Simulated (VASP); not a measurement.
**CdS: single point with PBE**

CdS:

```
CELL_PARAMETERS angstrom
0.00000 3.02739 3.02739
3.02739 0.00000 3.02739
3.02739 3.02739 0.00000
ATOMIC_POSITIONS crystal
Cd 0.00000 0.00000 0.00000
S 0.25000 0.25000 0.25000
```

This cell differs from its parent crystal: strain +3.0%.

| Quantity | Value |
| --- | --- |
| Program | VASP 6.6.1 |
| Task | single point |
| Functional | PBE |
| Potentials or basis | VASP PAW PBE potentials, release 64 (Cd, S) |
| Cutoff | 500 eV |
| k mesh | 4 × 4 × 4 |
| Occupations | gaussian, width 0.01 eV |
| Spin | no spin polarisation |

```
Pressure               : -2.6 GPa
Band gap on the k mesh : 0.88 eV
```

Levels at points of the mesh, in eV from the valence-band top:
| k point | band 7 | band 8 | band 9 | band 10 | band 11 | band 12 |
| --- | --- | --- | --- | --- | --- | --- |
| (0.00, 0.00, 0.00) | 0.00 | 0.00 | 0.00 | 0.88 | 6.52 | 6.52 |
| (0.50, 0.00, 0.00) | -3.78 | -0.61 | -0.61 | 2.81 | 6.96 | 6.96 |
| (0.50, 0.50, 0.00) | -3.50 | -1.52 | -1.52 | 3.71 | 4.15 | 8.79 |

Run time: 7.2 s on 1 thread of Intel(R) Xeon(R) Platinum 8259CL CPU @ 2.50GHz (Skylake/Cascade Lake), on a shared host, peak memory 0.17 GiB.

Caveat: the k points lie up to 0.45 Å⁻¹ apart; the cell differs from its parent crystal (strain +3.0%).
